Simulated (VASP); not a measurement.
CdTe, 2 atoms in the cell. It takes space group F-43m (No. 216, cubic). The conventional cell has a = 6.410 Å, b = 6.410 Å, c = 6.410 Å, α = 90.00°, β = 90.00°, γ = 90.00°. Within 3.7 Å of Cd (site symmetry -43m) lie 4 Te at 2.78 Å. Within 3.7 Å of Te (site symmetry -43m) lie 4 Cd at 2.78 Å. 

| Item | Value |
| --- | --- |
| Program | VASP 6.6.1 |
| Task | relaxation of cell and atoms |
| Functional | r2SCAN |
| Potentials or basis | VASP PAW PBE potentials, release 64 (Cd, Te) |
| Cutoff | 600 eV |
| k mesh | 10 × 10 × 10 |
| Occupations | fermi-dirac, width 0.1 eV |
| Spin | no spin polarisation |
| Dipole correction | no |
| Further INCAR settings | ALGO = Normal; EDIFF = 1e-06; IBRION = 2; EDIFFG = -0.002; NSW = 100; ISIF = 3 |

Potentials or basis: VASP PAW PBE potentials, release 64 (Cd, Te).

Run with:

```sh
$ cat potpaw_PBE.64/Cd/POTCAR potpaw_PBE.64/Te/POTCAR > POTCAR
$ cp INCAR.step1 INCAR
$ mpirun -np 1 vasp_std > vasp.out
$ cp INCAR.step2 INCAR
$ mpirun -np 1 vasp_std > vasp.out
```

Hardware: 1 thread of Intel(R) Xeon(R) 6975P-C (Granite Rapids), on a shared host.

Task: Estimate the wall time of this run.

Result: Wall time 5.7 min on 1 thread of Intel(R) Xeon(R) 6975P-C (Granite Rapids) (shared host), peak memory 0.26 GiB. Counts: k points 47, ion steps 6.
